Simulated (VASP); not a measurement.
A run of VASP 6.6.1:

The input INCAR:

```
SYSTEM = AlN
PREC = Accurate
ENCUT = 520
EDIFF = 1E-7
ISMEAR = -1
SIGMA = 0.08
LREAL = .False.
LASPH = .True.
NELM = 80
ALGO = Normal
ISIF = 2
LWAVE = .False.
LCHARG = .False.
GGA = PE
NBANDS = 11
```

Contents of KPOINTS:

```
regular mesh
0
Gamma
  16 16 16
  0 0 0
```

File POSCAR:

```
AlN
1.0
    0.0000000000      2.0352786596      2.0352786596
    2.0352786596      0.0000000000      2.0352786596
    2.0352786596      2.0352786596      0.0000000000
Al N
1 1
Direct
    0.0000000000      0.0000000000      0.0000000000
    0.5000000000      0.5000000000      0.5000000000
```

Potentials or basis: VASP PAW PBE potentials, release 64 (Al, N).

Run with:

```sh
$ cat potpaw_PBE.64/Al/POTCAR potpaw_PBE.64/N/POTCAR > POTCAR
$ mpirun -np 1 vasp_std > vasp.out
```

Hardware: 1 thread of Intel(R) Xeon(R) 6975P-C (Granite Rapids) (shared host).

Problem. Estimate the wall time of this run.

Solution. Run time: 10 s on 1 thread of Intel(R) Xeon(R) 6975P-C (Granite Rapids), with other jobs on the host, peak memory 0.14 GiB. Counts: scf iterations 13, k points 145.
